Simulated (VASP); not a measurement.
Here is a VASP 6.6.1 calculation.

Contents of POSCAR:

```
TePt
1.0
    4.1109998117      0.0000000000      0.0000000000
   -2.0554999058      3.5602302719      0.0000000000
    0.0000000000      0.0000000000      5.4460000000
Te Pt
2 2
Direct
    0.3333333333      0.6666666667      0.2500000000
    0.6666666667      0.3333333333      0.7500000000
    0.0000000000      0.0000000000      0.0114763129
    0.0000000000      0.0000000000      0.5114763129
```

File INCAR.step1:

```
ALGO = Normal ; EDIFF = 1E-4
ENCUT = 520 ; GGA = PE
ISMEAR = 0 ; LASPH = True
LCHARG = False ; LREAL = False
LWAVE = True ; NBANDS = 24
NELM = 60 ; PREC = Accurate
SIGMA = 0.15
```

The input INCAR.step2:

```
ALGO = Normal ; EDIFF = 1E-6
ENCUT = 520 ; ISIF = 2
ISMEAR = 0 ; ISTART = 1
LASPH = True ; LCHARG = True
LELF = True ; LMIXTAU = True
LREAL = False ; LVHAR = True
LWAVE = False ; METAGGA = R2SCAN
NBANDS = 24 ; NELM = 60
PREC = Accurate ; SIGMA = 0.15
```

File KPOINTS:

```
k-points
0
Gamma
  12 12 10
```

Potentials or basis: VASP PAW PBE potentials, release 64 (Te, Pt).

The run is started by

```bash
$ cat potpaw_PBE.64/Te/POTCAR potpaw_PBE.64/Pt/POTCAR > POTCAR
$ cp INCAR.step1 INCAR
$ mpirun -np 1 vasp_std > vasp.out
$ cp INCAR.step2 INCAR
$ mpirun -np 1 vasp_std > vasp.out
```

(1) What does it give for the band gap on the k mesh?

(2) What does it give for the pressure?

(3) What does it give for the largest force?

## Answers

(1) zero (bands 16 and 17 overlap by 1.55 eV).

(2) 15.7 GPa.

(3) 0.235 eV/Å.

Caveat: the cell differs from its parent crystal (all Pt atoms moved +0.062 Å, as atom 3 along Cartesian [0 0 1]); the cell stands under pressure; the PAW data sets were made with another functional, which shifts forces and pressure a little; spin-orbit coupling is left out, which moves the levels of the heavy elements.
